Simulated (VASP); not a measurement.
# Si2Mo in VASP: notebook

Si2Mo is run at these levels: PBE, r2SCAN, PBEsol, LDA; tasks: single point, relaxation of the atoms.

Everything below comes from runs of VASP 6.6.1. Logs are shortened: lines on timing, memory, paths and dates and some standing lists are left out, and cuts for length are marked.

## 1. The cell of the first run

It takes space group I4/mmm (No. 139, tetragonal). Conventional cell: a = 3.264 Å, b = 3.264 Å, c = 7.861 Å, α = 90.00°, β = 90.00°, γ = 90.00°. Mo (site symmetry 4/mmm) has 10 Si at 2.62 to 2.66 Å and 4 Mo at 3.26 Å within 3.5 Å. Si (site symmetry 4mm) has 5 Mo at 2.62 to 2.66 Å and 9 Si at 2.63 to 3.26 Å within 3.5 Å.

## 2. Single point, PBE

INCAR reads:

```
SYSTEM = Si2Mo
PREC = Accurate
ENCUT = 520
EDIFF = 1E-6
ISMEAR = -1
SIGMA = 0.05
LREAL = .FALSE.
LASPH = .TRUE.
NELM = 100
ALGO = Normal
ISIF = 2
LWAVE = .FALSE.
LCHARG = .TRUE.
GGA = PE
LELF = .TRUE.
LVHAR = .TRUE.
NBANDS = 18
```

KPOINTS reads:

```
Automatic mesh
0
G
  10 10 10
  0 0 0
```

POSCAR reads:

```
Si2Mo
1.0
   -1.6320000000      1.6320000000      3.9305000000
    1.6320000000     -1.6320000000      3.9305000000
    1.6320000000      1.6320000000     -3.9305000000
Mo Si
1 2
Direct
    0.0000000000      0.0000000000      0.0000000000
    0.6670000000      0.6670000000      0.0000000000
    0.3330000000      0.3330000000      0.0000000000
```

Potentials or basis: VASP PAW PBE potentials, release 64 (Mo_sv, Si).

On the command line:

```sh
$ cat potpaw_PBE.64/Mo_sv/POTCAR potpaw_PBE.64/Si/POTCAR > POTCAR
$ mpirun -np 1 vasp_std > vasp.out
```

OUTCAR:

```text
SYSTEM = Si2Mo
   PREC = Accurate
   ENCUT = 520
   EDIFF = 1E-6
   ISMEAR = -1
   LREAL = .FALSE.
   LASPH = .TRUE.
   NELM = 100
   ISIF = 2
   GGA = PE

 ion  position               nearest neighbor table
   1  0.000  0.000  0.000-   2 2.62   3 2.62   2 2.66   3 2.66   2 2.66   3 2.66   2 2.66   3 2.66
                             3 2.66   2 2.66
   2  0.667  0.667  0.000-   1 2.62   3 2.63   3 2.65   3 2.65   3 2.65   3 2.65   1 2.66   1 2.66
                             1 2.66   1 2.66
   3  0.333  0.333  0.000-   1 2.62   2 2.63   2 2.65   2 2.65   2 2.65   2 2.65   1 2.66   1 2.66
                             1 2.66   1 2.66

  LATTYP: Found a body centered tetragonal cell.
 ALAT       =     3.2640000000
 C/A-ratio  =     2.4083946078

  Lattice vectors:

 A1 = (  -1.6320000000,   1.6320000000,   3.9305000000)
 A2 = (   1.6320000000,  -1.6320000000,   3.9305000000)
 A3 = (   1.6320000000,   1.6320000000,  -3.9305000000)

Analysis of symmetry for initial positions (statically):
=====================================================================
 Subroutine PRICEL returns:
 Original cell was already a primitive cell.

 Routine SETGRP: Setting up the symmetry group for a
 body centered tetragonal supercell.

 Subroutine GETGRP returns: Found 16 space group operations
 (whereof 16 operations were pure point group operations)
 out of a pool of 16 trial point group operations.

The static configuration has the point symmetry D_4h.

Analysis of symmetry for dynamics (positions and initial velocities):
=====================================================================
 Subroutine PRICEL returns:
 Original cell was already a primitive cell.

 Routine SETGRP: Setting up the symmetry group for a
 body centered tetragonal supercell.

 Subroutine GETGRP returns: Found 16 space group operations
 (whereof 16 operations were pure point group operations)
 out of a pool of 16 trial point group operations.

The dynamic configuration has the point symmetry D_4h.

 Subroutine INISYM returns: Found 16 space group operations
 (whereof 16 operations are pure point group operations),
 and found     1 'primitive' translations

----------------------------------------------------------------------------------------

                                     Primitive cell

  volume of cell :      41.8744

  direct lattice vectors                    reciprocal lattice vectors
    -1.632000000  1.632000000  3.930500000     0.000000000  0.306372549  0.127210279
     1.632000000 -1.632000000  3.930500000     0.306372549  0.000000000  0.127210279
     1.632000000  1.632000000 -3.930500000     0.306372549  0.306372549  0.000000000

  length of vectors
     4.558034472  4.558034472  4.558034472     0.331732714  0.331732714  0.433276214

  position of ions in fractional coordinates (direct lattice)
     0.000000000  0.000000000  0.000000000
     0.667000000  0.667000000  0.000000000
     0.333000000  0.333000000  0.000000000

  ion indices of the primitive-cell ions
   primitive index   ion index
                 1           1
                 2           2
                 3           3

----------------------------------------------------------------------------------------

 KPOINTS: Automatic mesh

Automatic generation of k-mesh.
 Grid dimensions read from file:
 generate k-points for:   10   10   10

 Generating k-lattice:

  Cartesian coordinates                     Fractional coordinates (reciprocal lattice)
     0.000000000  0.030637255  0.012721028     0.100000000  0.000000000 -0.000000000
     0.030637255  0.000000000  0.012721028     0.000000000  0.100000000 -0.000000000
     0.030637255  0.030637255  0.000000000     0.000000000  0.000000000  0.100000000

  Length of vectors
     0.033173271  0.033173271  0.043327621

  Shift w.r.t. Gamma in fractional coordinates (k-lattice)
     0.000000000  0.000000000  0.000000000

 Subroutine IBZKPT returns following result:
 ===========================================

 Found    102 irreducible k-points:

 Following reciprocal coordinates:
            Coordinates               Weight
  0.000000  0.000000  0.000000      1.000000
  0.100000  0.000000 -0.000000      8.000000
  0.200000  0.000000 -0.000000      8.000000
  0.300000  0.000000 -0.000000      8.000000
  0.400000  0.000000 -0.000000      8.000000
  0.500000  0.000000 -0.000000      4.000000
[... 16 lines left out ...]
  0.300000  0.300000 -0.000000      8.000000
  0.400000  0.300000 -0.000000     16.000000
 [... further k-points ...]
   k-points           NKPTS =    102   k-points in BZ     NKDIM =    102   number of bands    NBANDS=     18
   number of dos      NEDOS =    301   number of ions     NIONS =      3
   total plane-waves  NPLWV =  46656
   dimension x,y,z NGX =    36 NGY =   36 NGZ =   36
   dimension x,y,z NGXF=    72 NGYF=   72 NGZF=   72
   ions per type =               1   2
   NGX,Y,Z   is equivalent  to a cutoff of  13.13, 13.13, 13.13 a.u.
   NGXF,Y,Z  is equivalent  to a cutoff of  26.26, 26.26, 26.26 a.u.
 SYSTEM =  Si2Mo
   PREC   = accura    normal or accurate (medium, high low for compatibility)
   ISTART =      0    job   : 0-new  1-cont  2-samecut
   ICHARG =      2    charge: 1-file 2-atom 10-const
   ISPIN  =      1    spin polarized calculation?
   LNONCOLLINEAR =      F non collinear calculations
   LSORBIT =      F    spin-orbit coupling
   LASPH  =      T    aspherical Exc in radial PAW
   ENCUT  =  520.0 eV  38.22 Ry    6.18 a.u.   8.47  8.47  8.47*2*pi/ulx,y,z
   NELM   =    100;   NELMIN=  2; NELMDL= -5     # of ELM steps
   EDIFF  = 0.1E-05   stopping-criterion for ELM
   LREAL  =      F    real-space projection
   EDIFFG = 0.1E-04   stopping-criterion for IOM
   NSW    =      0    number of steps for IOM
   IBRION =     -1    ionic relax: 0-MD 1-quasi-New 2-CG
   NFREE  =      0    steps in history (QN), initial steepest desc. (CG)
   ISIF   =      2    stress and relaxation
   ISYM   =      2    0-nonsym 1-usesym 2-fastsym
   POTIM  = 0.5000    time-step for ionic-motion
   TEBEG  =    0.0;   TEEND  =   0.0 temperature during run
   PSTRESS=    0.0 pullay stress
   NELECT =      22.0000    total number of electrons
   NUPDOWN=      -1.0000    fix difference up-down
   EMIN   =  10.00;   EMAX   =-10.00  energy-range for DOS
   EFERMI =   0.00;   METHOD = LEGACY
   ISMEAR =    -1;   SIGMA  =   0.05  broadening in eV -4-tet -1-fermi 0-gaus
   EFERMI_NEDOS =   21; number of points for ismear=-14 and -15
   IALGO  =     38    algorithm
   IMIX   =      4    mixing-type and parameters
     AMIX     =   0.40;   BMIX     =  1.00
     AMIX_MAG =   1.60;   BMIX_MAG =  1.00
  volume/ion in A,a.u.               =      13.96        94.19
  Fermi-wavevector in a.u.,A,eV,Ry     =   1.320990  2.496310 23.742382  1.745016
  Thomas-Fermi vector in A             =   2.450777
   LORBIT       =      0    0 simple, 1 ext, 2 COOP (PROOUT), +10 PAW based schemes
   GGA     = PE    functional components
   LHFCALC =     F    Hartree Fock is set to
   AEXX    =    0.0000 exact exchange contribution
   IVDW    =     0    specifies the selected vdW correction
   LEPSILON=     F    determine dielectric tensor
   LRPA    =     F    only Hartree local field effects (RPA)
 non-spin polarized calculation
  energy-cutoff  :      520.00
  volume of cell :       41.87
 maximum number of plane-waves:      1148
 NGX is ok and might be reduce to    36
   NGX = 17   NGY = 17   NGZ = 17

 number of electron      21.9999999 magnetization

 Free energy of the ion-electron system (eV)
  ---------------------------------------------------
  ext. energy  EPLUGINS =         0.00000000
  ---------------------------------------------------
  free energy    TOTEN  =       -23.23131324 eV

  energy without entropy =      -23.22876655  energy(sigma->0) =      -23.23003989

 E-fermi :  11.6061     XC(G=0): -12.2381

 val. band max:       11.5567277904   @ k =  -0.2000  -0.3000   0.2000
 cond. band min:      11.6705367212   @ k =  -0.4000   0.4000   0.4000
 fundamental gap:      0.1138089308
 Fermi energy:        11.6061167864

 k-point     1 :       0.0000    0.0000    0.0000
  band No.  band energies     occupation
      1     -49.1101      2.00000
      2     -23.2378      2.00000
      3     -23.1813      2.00000
      4     -23.1813      2.00000
      5      -1.4614      2.00000
      6       5.6145      2.00000
[... 10 lines left out ...]
     17      16.5452      0.00000
     18      16.5452      0.00000

 k-point     2 :       0.1000    0.0000   -0.0000
  band No.  band energies     occupation
      1     -49.1088      2.00000
      2     -23.2364      2.00000
      3     -23.2011      2.00000
      4     -23.1794      2.00000
      5      -1.2881      2.00000
      6       5.6013      2.00000
[... 10 lines left out ...]
     17      16.7085      0.00000
     18      17.4835      0.00000

 k-point     3 :       0.2000    0.0000   -0.0000
  band No.  band energies     occupation
      1     -49.1053      2.00000
      2     -23.2530      2.00000
      3     -23.2327      2.00000
      4     -23.1747      2.00000
      5      -0.7799      2.00000
      6       5.4072      2.00000
[... 10 lines left out ...]
     17      17.6363      0.00000
     18      19.3022      0.00000

 k-point     4 :       0.3000    0.0000   -0.0000
  band No.  band energies     occupation
      1     -49.1009      2.00000
      2     -23.3163      2.00000
      3     -23.2284      2.00000
      4     -23.1688      2.00000
      5       0.0280      2.00000
      6       4.6667      2.00000
[... 10 lines left out ...]
     17      18.3781      0.00000
     18      20.3621      0.00000

 k-point     5 :       0.4000    0.0000   -0.0000
  band No.  band energies     occupation
      1     -49.0974      2.00000
      2     -23.3670      2.00000
      3     -23.2247      2.00000
      4     -23.1640      2.00000
      5       1.0780      2.00000
      6       3.5349      2.00000
[... 10 lines left out ...]
     17      17.9298      0.00000
     18      19.4643      0.00000

 k-point     6 :       0.5000    0.0000   -0.0000
  band No.  band energies     occupation
      1     -49.0961      2.00000
      2     -23.3862      2.00000
      3     -23.2234      2.00000
      4     -23.1621      2.00000
      5       2.2786      2.00000
      6       2.2940      2.00000
[... 10 lines left out ...]
     17      17.7031      0.00000
     18      18.5251      0.00000

 k-point     7 :       0.1000    0.1000   -0.0000
  band No.  band energies     occupation
      1     -49.1074      2.00000
      2     -23.2360      2.00000
      3     -23.2005      2.00000
      4     -23.1980      2.00000
      5      -1.0668      2.00000
      6       5.3410      2.00000
[... 10 lines left out ...]
     17      17.5454      0.00000
     18      17.6564      0.00000

 k-point     8 :       0.2000    0.1000   -0.0000
  band No.  band energies     occupation
      1     -49.1039      2.00000
      2     -23.2511      2.00000
      3     -23.2325      2.00000
      4     -23.1942      2.00000
      5      -0.5223      2.00000
      6       5.0356      2.00000
[... 10 lines left out ...]
     17      17.7503      0.00000
     18      19.4115      0.00000
[... 229 lines left out ...]
     17      18.8928      0.00000
     18      19.7779      0.00000

 k-point    20 :      -0.4000    0.2000    0.0000
  band No.  band energies     occupation
      1     -49.0928      2.00000
      2     -23.3565      2.00000
      3     -23.2316      2.00000
      4     -23.2160      2.00000
      5       1.2665      2.00000
      6       4.2484      2.00000
[... 10 lines left out ...]
     17      18.1729      0.00000
     18      19.2295      0.00000

 k-point    21 :      -0.3000    0.2000    0.0000
  band No.  band energies     occupation
      1     -49.0963      2.00000
      2     -23.3069      2.00000
      3     -23.2373      2.00000
      4     -23.2194      2.00000
      5       0.3456      2.00000
      6       5.5355      2.00000
[... 10 lines left out ...]
     17      16.9682      0.00000
     18      19.0061      0.00000

 k-point    22 :      -0.2000    0.2000    0.0000
  band No.  band energies     occupation
      1     -49.1006      2.00000
      2     -23.2481      2.00000
      3     -23.2412      2.00000
      4     -23.2246      2.00000
      5      -0.3319      2.00000
      6       6.3638      2.00000
[... 10 lines left out ...]
     17      18.0157      0.00000
     18      18.8768      0.00000

 k-point    23 :       0.3000    0.3000   -0.0000
  band No.  band energies     occupation
      1     -49.0920      2.00000
      2     -23.3013      2.00000
      3     -23.2962      2.00000
      4     -23.2180      2.00000
      5       1.6040      2.00000
      6       4.0053      2.00000
[... 10 lines left out ...]
     17      18.5812      0.00000
     18      19.9742      0.00000

 k-point    24 :       0.4000    0.3000   -0.0000
  band No.  band energies     occupation
      1     -49.0886      2.00000
      2     -23.3475      2.00000
      3     -23.2918      2.00000
      4     -23.2123      2.00000
      5       2.4767      2.00000
      6       3.5281      2.00000
[... 10 lines left out ...]
     17      18.3069      0.00000
     18      20.4302      0.00000

 [... further k-points ...]
[... 5 lines left out ...]
  --------------------------------------------------------------------------------------
  -------------------------------------------------------------------------------------
  Total       -1.7548742     -1.7548742     -0.5017514      0.0000000     -0.0000000      0.0000000
  in kB      -67.1441948    -67.1441948    -19.1977816      0.0000000     -0.0000000      0.0000000
  external PRESSURE =     -51.1620571 kB  Pullay stress =       0.0000000 kB

 VOLUME and BASIS-vectors are now :
 -----------------------------------------------------------------------------
  energy-cutoff  :      520.00
  volume of cell :       41.87
      direct lattice vectors                 reciprocal lattice vectors
    -1.632000000  1.632000000  3.930500000     0.000000000  0.306372549  0.127210279
     1.632000000 -1.632000000  3.930500000     0.306372549  0.000000000  0.127210279
     1.632000000  1.632000000 -3.930500000     0.306372549  0.306372549  0.000000000

 POSITION                                       TOTAL-FORCE (eV/Angst)
 -----------------------------------------------------------------------------------
      0.00000      0.00000      0.00000         0.000000      0.000000      0.000000
      0.00000      0.00000      5.24329        -0.000000     -0.000000     -0.354406
      0.00000      0.00000      2.61771        -0.000000     -0.000000      0.354406
 -----------------------------------------------------------------------------------
    total drift:                                0.000000      0.000000     -0.000000

  FREE ENERGIE OF THE ION-ELECTRON SYSTEM (eV)
  ---------------------------------------------------
  free  energy   TOTEN  =       -23.2313132395 eV

  energy  without entropy=      -23.2287665495  energy(sigma->0) =      -23.23003989
```

Wall time 69 s (1 thread of Intel Xeon 6975P-C (Granite Rapids), shared host); peak memory 0.24 GiB.

What came out:

| Property | Result |
| --- | --- |
| Free energy | -23.2313 eV |
| Pressure | -5.1 GPa |
| Largest force | 0.354 eV/Å |
| Band gap on the k mesh | zero (band 11 reaches 12.07 eV, above the bottom of band 12 at 11.14 eV) |

Forces on the atoms (eV/Å):
```
Mo   0.000  0.000  0.000
Si   0.000  0.000 -0.354
Si   0.000  0.000  0.354
```

Levels at points of the mesh, in eV from the Fermi level:
| k point | band 9 | band 10 | band 11 | band 12 | band 13 | band 14 |
| --- | --- | --- | --- | --- | --- | --- |
| (0.00, 0.00, 0.00) | -2.57 | -2.57 | 0.37 | 2.79 | 3.31 | 3.45 |
| (0.50, 0.00, 0.00) | -2.41 | -2.38 | -0.45 | 2.13 | 2.90 | 3.87 |
| (0.50, 0.50, 0.00) | -4.31 | -2.72 | -1.08 | 2.17 | 2.62 | 3.11 |
| (0.50, 0.50, 0.50) | -0.59 | -0.59 | -0.47 | -0.47 | 0.51 | 4.85 |

## 3. Single point, r2SCAN

This run uses another cell than the first one, of 14.22 Å³/atom, 1.019 times its volume.

POSCAR reads:

```
Si2Mo
1.0
   -1.6313805159      1.6313805159      4.0075881985
    1.6313805159     -1.6313805159      4.0075881985
    1.6313805159      1.6313805159     -4.0075881985
Mo Si
1 2
Direct
    0.0000000000      0.0000000000      0.0000000000
    0.6670000000      0.6670000000      0.0000000000
    0.3330000000      0.3330000000      0.0000000000
```

INCAR.step1 reads:

```
SYSTEM = Si2Mo
ALGO = Normal
EDIFF = 1E-4
ENCUT = 520
GGA = PE
ISMEAR = -1
LASPH = .TRUE.
LCHARG = .FALSE.
LREAL = .FALSE.
LWAVE = .TRUE.
NBANDS = 18
NELM = 80
PREC = Accurate
SIGMA = 0.05
```

INCAR.step2 reads:

```
SYSTEM = Si2Mo
ALGO = Normal
EDIFF = 1E-7
ENCUT = 520
ISIF = 2
ISMEAR = -1
ISTART = 1
LASPH = .TRUE.
LCHARG = .FALSE.
LMIXTAU = .TRUE.
LREAL = .FALSE.
LWAVE = .FALSE.
METAGGA = R2SCAN
NBANDS = 18
NELM = 80
PREC = Accurate
SIGMA = 0.05
```

KPOINTS reads:

```
k-points
0
G
  12 12 12
  0 0 0
```

Potentials or basis: VASP PAW PBE potentials, release 64 (Mo_sv, Si).

On the command line:

```sh
$ cat potpaw_PBE.64/Mo_sv/POTCAR potpaw_PBE.64/Si/POTCAR > POTCAR
$ cp INCAR.step1 INCAR
$ mpirun -np 1 vasp_std > vasp.out
$ cp INCAR.step2 INCAR
$ mpirun -np 1 vasp_std > vasp.out
```

It took 17 min on 1 thread of AMD EPYC 7R43 (Zen 3), shared host; peak memory 0.25 GiB.

The run converged. Its results:

* Free energy: -44.9046 eV
* Pressure: -12.2 GPa
* Largest force: 0.447 eV/Å
* Band gap on the k mesh: zero (band 11 reaches 11.88 eV, above the bottom of band 12 at 10.83 eV)

Forces on the atoms (eV/Å):
```
Mo   0.000  0.000  0.000
Si   0.000  0.000 -0.447
Si   0.000  0.000  0.447
```

Stress tensor (GPa, compression positive):
```
-10.79   0.00   0.00
  0.00 -10.79   0.00
  0.00   0.00 -14.99
```

Levels at points of the mesh, in eV from the Fermi level:
```tsv
k point	band 7	band 8	band 9	band 10	band 11	band 12	band 13	band 14	band 15	band 16
(0.00, 0.00, 0.00)	-3.67	-2.80	-2.68	-2.68	0.37	2.98	3.55	3.63	3.63	4.06
(0.50, 0.00, 0.00)	-4.93	-4.63	-2.52	-2.51	-0.50	2.31	3.05	3.90	4.32	5.69
(0.50, 0.50, 0.00)	-5.82	-5.50	-4.55	-3.04	-1.30	2.38	2.69	2.99	3.25	4.98
(0.50, 0.50, 0.50)	-3.27	-2.21	-0.62	-0.62	-0.58	-0.58	0.50	4.69	5.05	6.32
```

Caveat: the PAW data sets were made with another functional, which shifts forces and pressure a little.

[end of part 1 of 2]
